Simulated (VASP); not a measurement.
# Ga (I4/mmm) in VASP: single point with r2SCAN

Aim: the single point of Ga with r2SCAN.

Everything below comes from runs of VASP 6.6.1. Logs are shortened: lines on timing, memory, paths and dates and some standing lists are left out, and cuts for length are marked.

### Step 1. The cell of the first run

It takes space group I4/mmm (No. 139, tetragonal). Conventional cell: a = 3.913 Å, b = 3.913 Å, c = 11.691 Å, α = 90.00°, β = 90.00°, γ = 90.00°. Ga (site symmetry 4mm) has 5 Ga at 2.41 to 2.60 Å within 3.2 Å. Within 3.4 Å of Ga (site symmetry -4m2) lie 8 Ga at 2.60 to 2.77 Å.

### Step 2. Single point, r2SCAN (atoms taken out, then relaxed in part)

POSCAR

```
Ga
1.0
   -1.9566581863      1.9566581863      5.8454612504
    1.9566581863     -1.9566581863      5.8454612504
    1.9566581863      1.9566581863     -5.8454612504
Ga
4
Direct
    0.3967219835      0.3967219835      0.0000000000
    0.6032780165      0.6032780165      0.0000000000
    0.7500000000      0.2500000000      0.5000000000
    0.2500000000      0.7500000000      0.5000000000
```

INCAR.step1

```
SYSTEM = Ga
ALGO     = Normal         ! electronic algorithm
EDIFF    = 1E-4           ! SCF threshold, eV
ENCUT    = 520            ! plane-wave cutoff, eV
GGA      = PE             ! functional
ISMEAR   = 0              ! smearing method
LASPH    = .TRUE.         ! aspherical terms in the spheres
LCHARG   = .FALSE.        ! write CHGCAR
LREAL    = .FALSE.        ! projectors in reciprocal space
LWAVE    = .TRUE.         ! write WAVECAR
NBANDS   = 34             ! bands
NELM     = 80             ! most SCF steps
PREC     = Accurate       ! precision mode
SIGMA    = 0.1            ! smearing width, eV
```

INCAR.step2

```
SYSTEM = Ga
ALGO     = Normal         ! electronic algorithm
EDIFF    = 1E-7           ! SCF threshold, eV
ENCUT    = 520            ! plane-wave cutoff, eV
ISIF     = 2              ! what is computed and relaxed
ISMEAR   = 0              ! smearing method
ISTART   = 1            
LASPH    = .TRUE.         ! aspherical terms in the spheres
LCHARG   = .FALSE.        ! write CHGCAR
LMIXTAU  = .TRUE.       
LREAL    = .FALSE.        ! projectors in reciprocal space
LWAVE    = .FALSE.        ! write WAVECAR
METAGGA  = R2SCAN         ! meta-GGA
NBANDS   = 34             ! bands
NELM     = 80             ! most SCF steps
PREC     = Accurate       ! precision mode
SIGMA    = 0.1            ! smearing width, eV
```

KPOINTS

```
k-points
0
G
  6 6 6
  0 0 0
```

Potentials or basis: VASP PAW PBE potentials, release 64 (Ga_d).

Launch:

```
$ cat potpaw_PBE.64/Ga_d/POTCAR > POTCAR
$ cp INCAR.step1 INCAR
$ mpirun -np 1 vasp_std > vasp.out
$ cp INCAR.step2 INCAR
$ mpirun -np 1 vasp_std > vasp.out
```

OUTCAR:

```text
SYSTEM = Ga
   EDIFF = 1E-7
   ENCUT = 520
   ISIF = 2
   ISMEAR = 0
   ISTART = 1
   LASPH = .TRUE.
   LREAL = .FALSE.
   METAGGA = R2SCAN
   NELM = 80
   PREC = Accurate

 ion  position               nearest neighbor table
   1  0.397  0.397  0.000-   2 2.41   3 2.60   4 2.60   4 2.60   3 2.60
   2  0.603  0.603  0.000-   1 2.41   3 2.60   4 2.60   3 2.60   4 2.60
   3  0.750  0.250  0.500-   2 2.60   1 2.60   1 2.60   2 2.60   4 2.77   4 2.77   4 2.77   4 2.77

   4  0.250  0.750  0.500-   2 2.60   1 2.60   1 2.60   2 2.60   3 2.77   3 2.77   3 2.77   3 2.77

  LATTYP: Found a body centered tetragonal cell.
 ALAT       =     3.9133163726
 C/A-ratio  =     2.9874718494

  Lattice vectors:

 A1 = (  -1.9566581863,   1.9566581863,   5.8454612504)
 A2 = (   1.9566581863,  -1.9566581863,   5.8454612504)
 A3 = (   1.9566581863,   1.9566581863,  -5.8454612504)

Analysis of symmetry for initial positions (statically):
=====================================================================
 Subroutine PRICEL returns:
 Original cell was already a primitive cell.

 Routine SETGRP: Setting up the symmetry group for a
 body centered tetragonal supercell.

 Subroutine GETGRP returns: Found 16 space group operations
 (whereof 16 operations were pure point group operations)
 out of a pool of 16 trial point group operations.

The static configuration has the point symmetry D_4h.

Analysis of symmetry for dynamics (positions and initial velocities):
=====================================================================
 Subroutine PRICEL returns:
 Original cell was already a primitive cell.

 Routine SETGRP: Setting up the symmetry group for a
 body centered tetragonal supercell.

 Subroutine GETGRP returns: Found 16 space group operations
 (whereof 16 operations were pure point group operations)
 out of a pool of 16 trial point group operations.

The dynamic configuration has the point symmetry D_4h.

 Subroutine INISYM returns: Found 16 space group operations
 (whereof 16 operations are pure point group operations),
 and found     1 'primitive' translations

----------------------------------------------------------------------------------------

                                     Primitive cell

  volume of cell :      89.5177

  direct lattice vectors                    reciprocal lattice vectors
    -1.956658186  1.956658186  5.845461250     0.000000000  0.255537734  0.085536449
     1.956658186 -1.956658186  5.845461250     0.255537734  0.000000000  0.085536449
     1.956658186  1.956658186 -5.845461250     0.255537734  0.255537734  0.000000000

  length of vectors
     6.467336372  6.467336372  6.467336372     0.269473594  0.269473594  0.361384930

  position of ions in fractional coordinates (direct lattice)
     0.396721984  0.396721984  0.000000000
     0.603278016  0.603278016  0.000000000
     0.750000000  0.250000000  0.500000000
     0.250000000  0.750000000  0.500000000

  ion indices of the primitive-cell ions
   primitive index   ion index
                 1           1
                 2           2
                 3           3
                 4           4

----------------------------------------------------------------------------------------

 KPOINTS: k-points

Automatic generation of k-mesh.
 Grid dimensions read from file:
 generate k-points for:    6    6    6

 Generating k-lattice:

  Cartesian coordinates                     Fractional coordinates (reciprocal lattice)
     0.000000000  0.042589622  0.014256075     0.166666667  0.000000000 -0.000000000
     0.042589622  0.000000000  0.014256075     0.000000000  0.166666667 -0.000000000
     0.042589622  0.042589622  0.000000000     0.000000000  0.000000000  0.166666667

  Length of vectors
     0.044912266  0.044912266  0.060230822

  Shift w.r.t. Gamma in fractional coordinates (k-lattice)
     0.000000000  0.000000000  0.000000000

 Subroutine IBZKPT returns following result:
 ===========================================

 Found     30 irreducible k-points:

 Following reciprocal coordinates:
            Coordinates               Weight
  0.000000  0.000000  0.000000      1.000000
  0.166667  0.000000  0.000000      8.000000
  0.333333 -0.000000  0.000000      8.000000
  0.500000  0.000000 -0.000000      4.000000
  0.166667  0.166667  0.000000      8.000000
  0.333333  0.166667  0.000000     16.000000
[... 16 lines left out ...]
 -0.333333 -0.333333  0.166667      8.000000
 -0.166667 -0.333333  0.166667      8.000000
 [... further k-points ...]
   k-points           NKPTS =     30   k-points in BZ     NKDIM =     30   number of bands    NBANDS=     34
   number of dos      NEDOS =    301   number of ions     NIONS =      4
   total plane-waves  NPLWV = 110592
   dimension x,y,z NGX =    48 NGY =   48 NGZ =   48
   dimension x,y,z NGXF=    96 NGYF=   96 NGZF=   96
   ions per type =               4
   NGX,Y,Z   is equivalent  to a cutoff of  12.34, 12.34, 12.34 a.u.
   NGXF,Y,Z  is equivalent  to a cutoff of  24.68, 24.68, 24.68 a.u.
 SYSTEM =  Ga
   PREC   = accura    normal or accurate (medium, high low for compatibility)
   ISTART =      1    job   : 0-new  1-cont  2-samecut
   ICHARG =      0    charge: 1-file 2-atom 10-const
   ISPIN  =      1    spin polarized calculation?
   LNONCOLLINEAR =      F non collinear calculations
   LSORBIT =      F    spin-orbit coupling
   LASPH  =      T    aspherical Exc in radial PAW
   ENCUT  =  520.0 eV  38.22 Ry    6.18 a.u.  12.02 12.02 12.02*2*pi/ulx,y,z
   NELM   =     80;   NELMIN=  2; NELMDL=  0     # of ELM steps
   EDIFF  = 0.1E-06   stopping-criterion for ELM
   LREAL  =      F    real-space projection
   EDIFFG = 0.1E-05   stopping-criterion for IOM
   NSW    =      0    number of steps for IOM
   IBRION =     -1    ionic relax: 0-MD 1-quasi-New 2-CG
   NFREE  =      0    steps in history (QN), initial steepest desc. (CG)
   ISIF   =      2    stress and relaxation
   ISYM   =      2    0-nonsym 1-usesym 2-fastsym
   POTIM  = 0.5000    time-step for ionic-motion
   TEBEG  =    0.0;   TEEND  =   0.0 temperature during run
   PSTRESS=    0.0 pullay stress
   NELECT =      52.0000    total number of electrons
   NUPDOWN=      -1.0000    fix difference up-down
   EMIN   =  10.00;   EMAX   =-10.00  energy-range for DOS
   EFERMI =   0.00;   METHOD = LEGACY
   ISMEAR =     0;   SIGMA  =   0.10  broadening in eV -4-tet -1-fermi 0-gaus
   EFERMI_NEDOS =   21; number of points for ismear=-14 and -15
   IALGO  =     38    algorithm
   IMIX   =      4    mixing-type and parameters
     AMIX     =   0.40;   BMIX     =  1.00
     AMIX_MAG =   1.60;   BMIX_MAG =  1.00
  volume/ion in A,a.u.               =      22.38       151.02
  Fermi-wavevector in a.u.,A,eV,Ry     =   1.365965  2.581300 25.386588  1.865862
  Thomas-Fermi vector in A             =   2.492148
   LORBIT       =      0    0 simple, 1 ext, 2 COOP (PROOUT), +10 PAW based schemes
   METAGGA = R2SCAN    functional components
   LHFCALC =     F    Hartree Fock is set to
   AEXX    =    0.0000 exact exchange contribution
   IVDW    =     0    specifies the selected vdW correction
   LEPSILON=     F    determine dielectric tensor
   LRPA    =     F    only Hartree local field effects (RPA)
 non-spin polarized calculation
 Gauss-broadening in eV      SIGMA  =   0.10
  energy-cutoff  :      520.00
  volume of cell :       89.52
 maximum number of plane-waves:      2430
   NGX = 25   NGY = 25   NGZ = 25

 number of electron      51.9999988 magnetization

 Free energy of the ion-electron system (eV)
  ---------------------------------------------------
  ext. energy  EPLUGINS =         0.00000000
  ---------------------------------------------------
  free energy    TOTEN  =       -45.37666983 eV

  energy without entropy =      -45.37300710  energy(sigma->0) =      -45.37483847

 E-fermi :   3.4850     XC(G=0): -10.6703

 val. band max:        3.4355480811   @ k =   0.5000   0.5000   0.1667
 cond. band min:       3.4930451154   @ k =  -0.1667   0.5000   0.1667
 fundamental gap:      0.0574970343
 Fermi energy:         3.4849604150

 k-point     1 :       0.0000    0.0000    0.0000
  band No.  band energies     occupation
      1     -12.0878      2.00000
      2     -12.0841      2.00000
      3     -12.0594      2.00000
      4     -12.0594      2.00000
      5     -12.0224      2.00000
      6     -11.8536      2.00000
[... 26 lines left out ...]
     33      11.0741      0.00000
     34      12.8649      0.00000

 k-point     2 :       0.1667    0.0000    0.0000
  band No.  band energies     occupation
      1     -12.0781      2.00000
      2     -12.0723      2.00000
      3     -12.0374      2.00000
      4     -12.0271      2.00000
      5     -11.9846      2.00000
      6     -11.8586      2.00000
[... 26 lines left out ...]
     33      11.0193      0.00000
     34      11.3264      0.00000

 k-point     3 :       0.3333   -0.0000    0.0000
  band No.  band energies     occupation
      1     -12.0503      2.00000
      2     -12.0362      2.00000
      3     -11.9849      2.00000
      4     -11.9424      2.00000
      5     -11.8932      2.00000
      6     -11.8707      2.00000
[... 26 lines left out ...]
     33      10.7787      0.00000
     34      11.7295      0.00000
[... 704 lines left out ...]
 k-point    23 :      -0.3333   -0.3333    0.1667
  band No.  band energies     occupation
      1     -12.0964      2.00000
      2     -12.0416      2.00000
      3     -11.9918      2.00000
      4     -11.9814      2.00000
      5     -11.9022      2.00000
      6     -11.8864      2.00000
[... 26 lines left out ...]
     33       9.9437      0.00000
     34      11.3029      0.00000

 k-point    24 :      -0.1667   -0.3333    0.1667
  band No.  band energies     occupation
      1     -12.1041      2.00000
      2     -12.0611      2.00000
      3     -12.0172      2.00000
      4     -12.0133      2.00000
      5     -11.9373      2.00000
      6     -11.8722      2.00000
[... 26 lines left out ...]
     33      10.6072      0.00000
     34      11.4633      0.00000

 [... further k-points ...]

------------------------ aborting loop because EDIFF is reached ----------------------------------------

  FORCE on cell =-STRESS in cart. coord.  units (eV):
  Direction    XX          YY          ZZ          XY          YZ          ZX
  --------------------------------------------------------------------------------------
  -------------------------------------------------------------------------------------
  Total        0.0351437      0.0351437     -0.0152014      0.0000000      0.0000000      0.0000000
  in kB        0.6289989      0.6289989     -0.2720736      0.0000000      0.0000000      0.0000000
  external PRESSURE =       0.3286414 kB  Pullay stress =       0.0000000 kB

 VOLUME and BASIS-vectors are now :
 -----------------------------------------------------------------------------
  energy-cutoff  :      520.00
  volume of cell :       89.52
      direct lattice vectors                 reciprocal lattice vectors
    -1.956658186  1.956658186  5.845461250     0.000000000  0.255537734  0.085536449
     1.956658186 -1.956658186  5.845461250     0.255537734  0.000000000  0.085536449
     1.956658186  1.956658186 -5.845461250     0.255537734  0.255537734  0.000000000

 POSITION                                       TOTAL-FORCE (eV/Angst)
 -----------------------------------------------------------------------------------
      0.00000      0.00000      4.63805        -0.000000     -0.000000     -0.029116
      0.00000      0.00000      7.05288        -0.000000     -0.000000      0.029116
      0.00000      1.95666      2.92273         0.000000      0.000000      0.000000
      1.95666      0.00000      2.92273         0.000000      0.000000     -0.000000
 -----------------------------------------------------------------------------------
    total drift:                                0.000000      0.000000      0.000000

  FREE ENERGIE OF THE ION-ELECTRON SYSTEM (eV)
  ---------------------------------------------------
  free  energy   TOTEN  =       -45.3766698329 eV

  energy  without entropy=      -45.3730071023  energy(sigma->0) =      -45.37483847
```

It took 19 min on 1 thread of Intel Xeon 8259CL, shared host; peak memory 0.38 GiB.

Results:

- Free energy: -45.3767 eV
- Pressure: 0.0 GPa
- Largest force: 0.029 eV/Å
- Band gap on the k mesh: zero (bands 26 and 27 overlap by 2.65 eV)

Forces in eV/Å, atoms in the order of the input:
```
Ga   0.000  0.000 -0.029
Ga   0.000  0.000  0.029
Ga   0.000  0.000  0.000
Ga   0.000  0.000  0.000
```

Caveat: the cell differs from its parent crystal (atoms taken out, then relaxed in part); the PAW data sets were made with another functional, which shifts forces and pressure a little.

The gap in the log of VASP goes by the Fermi energy; the results here count the filled bands.